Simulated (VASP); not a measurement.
Runs of VASP 6.6.1 on Al2Cu. The structure is that of space group P4/mmm (No. 123), or close to it. The cells are those of the table. 

```csv
cell,k mesh,smearing,gap on the mesh (eV),pressure (GPa)
"a = 4.105, b = 4.105, c = 2.891 Å, 3 atoms",6 × 6 × 6,gaussian 0.1 eV,none,0.6
"a = 4.105, b = 4.105, c = 2.891 Å, 3 atoms",4 × 4 × 4,gaussian 0.1 eV,none,(a)
"a = 4.121, b = 4.121, c = 2.885 Å, 3 atoms",10 × 10 × 14,gaussian 0.1 eV,none,0.1
"a = 4.105, b = 4.105, c = 2.891 Å, 3 atoms",10 × 10 × 14,fermi-dirac 0.01 eV,none,0.5
```

Alike in all rows: task single point; level PBE; potentials or basis VASP PAW PBE potentials, release 64 (Al, Cu); no spin polarisation; cutoff (eV) 520.

Task: Fill in the values left out.

Result: (a) 1.1.

Caveats: some runs use coarse meshes.

A gap of «none» marks levels without a gap at the run's occupations.
